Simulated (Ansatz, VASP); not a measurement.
One calculation of GaCo, two programs

```
CELL_PARAMETERS angstrom
2.88310 0.00000 0.00000
0.00000 2.88310 0.00000
0.00000 0.00000 2.65245
ATOMIC_POSITIONS crystal
Ga 0.50000 0.50000 0.50000
Co 0.00000 0.00000 0.00000
```

Change from the starting cell: strain +0.000 along x and y, -0.080 along z, atoms carried along.

Alike in both runs: task single point; functional PBE; k mesh 16 × 16 × 16; occupations gaussian, width 0.15 eV; collinear spin.

|  | VASP | Ansatz |
| --- | --- | --- |
| version | VASP 6.6.1 | Ansatz 0.2.0 |
| potentials or method | VASP PAW PBE potentials, release 64 (Ga_d, Co), cutoff 520 eV | scalar-relativistic, plane waves, PAW |
| valence electrons in the cell | 22 | 30 |

|  | VASP | Ansatz | Ansatz less VASP |
| --- | --- | --- | --- |
| gap on the k mesh at the Fermi level (eV) | none | none | - |
| pressure (GPa) | 18.7 | 18.4 | -0.30 |
| traceless stress, the component that is largest in VASP (GPa) | 8.52 | 8.48 | -0.036 |
| net moment per atom (μB) | 0.09 | 0.09 | +0.002 |
| size of the moment on the site where the two differ most (μB) | 0.19 | 0.20 | +0.008 |

Site moments also hang on the region over which each program counts them. A gap of «none» marks a metal or a gap that the smearing closes. VASP's potentials hold 22 valence electrons a cell and Ansatz's 30, so a difference there can come from the potentials and not from the codes.
